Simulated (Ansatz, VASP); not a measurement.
# One calculation of Pb, two programs

File INCAR:

```
ALGO     = Normal         # electronic algorithm
EDIFF    = 1E-6           # SCF threshold, eV
ENCUT    = 520            # plane-wave cutoff, eV
GGA      = PE             # functional
ISIF     = 2              # what is computed and relaxed
ISMEAR   = 0              # smearing method
LASPH    = True           # aspherical terms in the spheres
LCHARG   = False          # write CHGCAR
LREAL    = False          # projectors in reciprocal space
LWAVE    = False          # write WAVECAR
NBANDS   = 13             # bands
NELM     = 60             # most SCF steps
PREC     = Accurate       # precision mode
SIGMA    = 0.15           # smearing width, eV
```

Contents of KPOINTS:

```
k-points
0
Gamma
  16 16 16
```

POSCAR

```
Pb
1.0
    0.0000000000      2.4698000000      2.3463100000
    2.4698000000      0.0000000000      2.3463100000
    2.4698000000      2.4698000000      0.0000000000
Pb
1
Direct
    0.0000000000      0.0000000000      0.0000000000
```

Input for Ansatz:

```yaml
crystal:
  lattice:
    - [0.0, 2.4698, 2.34631]
    - [2.4698, 0.0, 2.34631]
    - [2.4698, 2.4698, 0.0]
  atoms:
    - { symbol: Pb, position: [0.0, 0.0, 0.0] }
basis:
  ecutwfc: 420
kpoints:
  mp_grid: { grid: [16, 16, 16] }
hamiltonian:
  xc: pbe
scf:
  occupations: { method: gaussian, width: 0.15 }
output:
  forces: true
  stress: true
  eigenvalues: true
```

Change from the starting cell: strain +0.000 along x and y, -0.050 along z, atoms carried along.

Alike in both runs: task single point; functional PBE; k mesh 16 × 16 × 16; occupations gaussian, width 0.15 eV; no spin polarisation.

|  | VASP | Ansatz |
| --- | --- | --- |
| version | VASP 6.6.1 | Ansatz 0.2.0 |
| potentials or method | VASP PAW PBE potentials, release 64 (Pb_d), cutoff 520 eV | scalar-relativistic, plane waves, PAW |
| valence electrons in the cell | 14 | 14 |

VASP gave:

```
gap on the k mesh at the Fermi level (eV)                     : none
pressure (GPa)                                                : 5.6
traceless stress, the component that is largest in VASP (GPa) : 0.68
```

Q: Estimate Ansatz's values.

A: gap on the k mesh at the Fermi level (eV): none; pressure (GPa): 5.7; traceless stress, the component that is largest in VASP (GPa): 0.67.

A gap of «none» marks a metal or a gap that the smearing closes. With one functional, cell and mesh, what is left measures potentials, basis and numerics.

Neither program's run includes spin-orbit coupling.
